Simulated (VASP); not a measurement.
# SiC (Moissanite 3C): single point with r2SCAN

SiC (Moissanite 3C):

```xyz
2
Lattice="0.0000 2.2068 2.2068 2.2068 0.0000 2.2068 2.2068 2.2068 0.0000" Properties=species:S:1:pos:R:3 pbc="T T T"
Si    0.0000    0.0000    0.0000
C     1.1034    1.1034    1.1034
```

This cell differs from its parent crystal: volume scaled by 1.040.

```yaml
Program: VASP 6.6.1
Task: single point
Functional: r2SCAN
Potentials_or_basis: VASP PAW PBE potentials, release 64 (Si, C)
Cutoff: 520 eV
k_mesh: 10 × 10 × 10
Occupations: gaussian, width 0.05 eV
Spin: no spin polarisation
```

* Pressure: -8.4 GPa
* Band gap on the k mesh: 1.75 eV, indirect (least direct gap 5.01 eV)

Levels at points of the mesh, in eV from the valence-band top:
```csv
k point,band 1,band 2,band 3,band 4,band 5,band 6,band 7,band 8,band 9
"(0.00, 0.00, 0.00)",-15.88,0.00,0.00,0.00,6.36,7.57,7.57,7.57,14.98
"(0.50, 0.00, 0.00)",-12.40,-8.61,-1.10,-1.10,5.63,7.58,7.58,10.72,16.92
"(0.50, 0.50, 0.00)",-10.97,-7.93,-3.26,-3.26,1.75,4.67,14.66,14.66,15.46
```

Run time: 13 s on 1 thread of Intel(R) Xeon(R) 6975P-C (Granite Rapids), with other jobs on the host, peak memory 0.14 GiB.

Caveat: the PAW data sets were made with another functional, which shifts forces and pressure a little. A k mesh can miss the band edges.
